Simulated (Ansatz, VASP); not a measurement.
## Re: VASP beside Ansatz

The input INCAR:

```
  ALGO = Normal
  EDIFF = 1E-6
  ENCUT = 500
  GGA = PE
  GGA_COMPAT = False
  ISIF = 2
  ISMEAR = -1
  LASPH = True
  LCHARG = False
  LREAL = False
  LWAVE = False
  NBANDS = 22
  NELM = 120
  PREC = Accurate
  SIGMA = 0.1
```

File KPOINTS:

```
k-points
0
Gamma
  12 12 12
```

The input POSCAR:

```
Re
1.0
    0.0000000000      2.6770157262      2.6770157262
    2.6770157262      0.0000000000      2.6770157262
    2.6770157262      2.6770157262      0.0000000000
Re
2
Direct
   -0.1250000000     -0.1250000000     -0.1250000000
    0.1250000000      0.1250000000      0.1250000000
```

Input for Ansatz:

```yaml
crystal:
  lattice:
    - [0.0, 2.6770157262, 2.6770157262]
    - [2.6770157262, 0.0, 2.6770157262]
    - [2.6770157262, 2.6770157262, 0.0]
  atoms:
    - { symbol: Re, position: [-0.125, -0.125, -0.125] }
    - { symbol: Re, position: [0.125, 0.125, 0.125] }
kpoints:
  mp_grid: { grid: [12, 12, 12] }
scf:
  occupations: { method: fermi_dirac, width: 0.1 }
hamiltonian:
  xc: pbe
  pseudopotentials: { kind: paw }
output:
  forces: true
  stress: true
  eigenvalues: true
  populations: true
```

Change from the starting cell: volume scaled by 0.85, PAW files.

Alike in both runs: task single point; functional PBE; k mesh 12 × 12 × 12; occupations fermi-dirac, width 0.1 eV; no spin polarisation.

```csv
,VASP,Ansatz
version,VASP 6.6.1,Ansatz 0.2.0
potentials or method,"VASP PAW PBE potentials, release 64 (Re_sv_GW)","PAW with Ansatz's default frozen-core files, scalar-relativistic"
plane-wave cutoff (eV),500,420
valence electrons in the cell,30,30
```

```tsv
	VASP	Ansatz	Ansatz less VASP
pressure (GPa)	38.8	40.5	+1.67
```

Both programs put the cell under a high pressure, so it lies far from rest at this level.

Neither program's run includes spin-orbit coupling.
